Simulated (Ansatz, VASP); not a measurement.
# One calculation of Li2Se, two programs

```
CELL_PARAMETERS angstrom
-0.01486 2.96495 2.96495
2.96495 -0.01486 2.96495
2.96495 2.96495 -0.01486
ATOMIC_POSITIONS crystal
Li 0.25000 0.25000 0.25000
Li 0.75000 0.75000 0.75000
Se 0.00000 0.00000 0.00000
```

Change from the starting cell: equal xy, yz and zx engineering shears of -0.5 %.

Alike in both runs: task relaxation of the atoms; functional PBEsol; k mesh 6 × 6 × 6; no spin polarisation.

|  | VASP | Ansatz |
| --- | --- | --- |
| version | VASP 6.6.1 | Ansatz 0.2.0 |
| potentials or method | VASP PAW PBE potentials, release 64 (Li_sv, Se), cutoff 650 eV | all-electron LAPW, scalar-relativistic |
| occupations | gaussian, width 0.01 eV | fixed |

```csv
,VASP,Ansatz,Ansatz less VASP
"gap on the k mesh at the Fermi level, each at its own relaxed structure (eV)",2.79,2.79,+0.007
```

VASP's potentials were made for PBE, not for PBEsol. Ansatz ran all-electron here, and VASP with PAW potentials.
